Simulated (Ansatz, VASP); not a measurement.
Mg in VASP and in Ansatz

The input INCAR:

```
PREC = Accurate
ENCUT = 520
EDIFF = 1E-6
ISMEAR = 0
SIGMA = 0.15
LREAL = False
LASPH = True
NELM = 80
ALGO = Normal
ISIF = 2
LWAVE = False
LCHARG = False
GGA = PE
NBANDS = 7
```

The input KPOINTS:

```
Automatic mesh
0
Gamma
  18 18 18
```

POSCAR

```
Mg
1.0
   -1.7499000000      1.7499000000      1.5685000000
    1.7499000000     -1.7499000000      1.5685000000
    1.7499000000      1.7499000000     -1.5685000000
Mg
1
Direct
    0.0000000000      0.0000000000      0.0000000000
```

Input for Ansatz:

```yaml
crystal:
  lattice:
    - [-1.7499, 1.7499, 1.5685]
    - [1.7499, -1.7499, 1.5685]
    - [1.7499, 1.7499, -1.5685]
  atoms:
    - { symbol: Mg, position: [0.0, 0.0, 0.0] }
basis:
  ecutwfc: 520.0
kpoints:
  mp_grid: { grid: [18, 18, 18] }
hamiltonian:
  xc: pbe
  pseudopotentials: { kind: paw }
scf:
  occupations: { method: gaussian, width: 0.15 }
output:
  forces: true
  stress: true
  eigenvalues: true
```

Alike in both runs: task single point; functional PBE; k mesh 18 × 18 × 18; occupations gaussian, width 0.15 eV; no spin polarisation.

```csv
,VASP,Ansatz
version,VASP 6.6.1,Ansatz 0.2.0
potentials or method,"VASP PAW PBE potentials, release 64 (Mg), cutoff 520 eV","scalar-relativistic, plane waves, PAW"
valence electrons in the cell,2,10
```

Ansatz gave:

```
gap on the k mesh at the Fermi level (eV)                     : none
pressure (GPa)                                                : 9.1
traceless stress, the component that is largest in VASP (GPa) : 1.08
```

What did VASP give for the same quantities?

gap on the k mesh at the Fermi level (eV): none; pressure (GPa): 9.0; traceless stress, the component that is largest in VASP (GPa): 1.09.

A gap of «none» marks a metal or a gap that the smearing closes. The functional is the same, so the differences come from potentials, cutoffs and numerics. VASP's potentials hold 2 valence electrons a cell and Ansatz's 10, so a difference there can come from the potentials and not from the codes.
